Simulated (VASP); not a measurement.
Input of a VASP 6.6.1 run:

Contents of INCAR:

```
SYSTEM = Al3Cu2
PREC     = Accurate       ! precision mode
ENCUT    = 600            ! plane-wave cutoff, eV
EDIFF    = 1E-7           ! SCF threshold, eV
ISMEAR   = 0              ! smearing method
SIGMA    = 0.1            ! smearing width, eV
LREAL    = .False.        ! projectors in reciprocal space
LASPH    = .True.         ! aspherical terms in the spheres
NELM     = 60             ! most SCF steps
ALGO     = Fast           ! electronic algorithm
ISIF     = 4              ! what is computed and relaxed
LWAVE    = .False.        ! write WAVECAR
LCHARG   = .False.        ! write CHGCAR
GGA      = PS             ! functional
IBRION   = 2              ! ionic algorithm
NSW      = 50             ! ionic steps
EDIFFG   = -0.01          ! ionic threshold
```

Contents of KPOINTS:

```
Automatic mesh
0
Gamma
  12 12 8
  0 0 0
```

POSCAR

```
Al3Cu2
1.0
    4.0571829101      0.0000000000      0.0000000000
   -2.0285914550      3.5136234679      0.0000000000
    0.0000000000      0.0000000000      4.9317731653
Al Cu
3 2
Direct
    0.0000000000      0.0000000000      0.0000000000
    0.3333333333      0.6666666667      0.3515059881
    0.6666666667      0.3333333333      0.6484940119
    0.3333333333      0.6666666667      0.8422899936
    0.6666666667      0.3333333333      0.1577100064
```

Potentials or basis: VASP PAW PBE potentials, release 64 (Al, Cu).

Launch:

```bash
$ cat potpaw_PBE.64/Al/POTCAR potpaw_PBE.64/Cu/POTCAR > POTCAR
$ mpirun -np 1 vasp_std > vasp.out
```

(1) Estimate the band gap on the k mesh.

Answers

(1) zero (an odd number of electrons rules out a gap without spin polarisation).
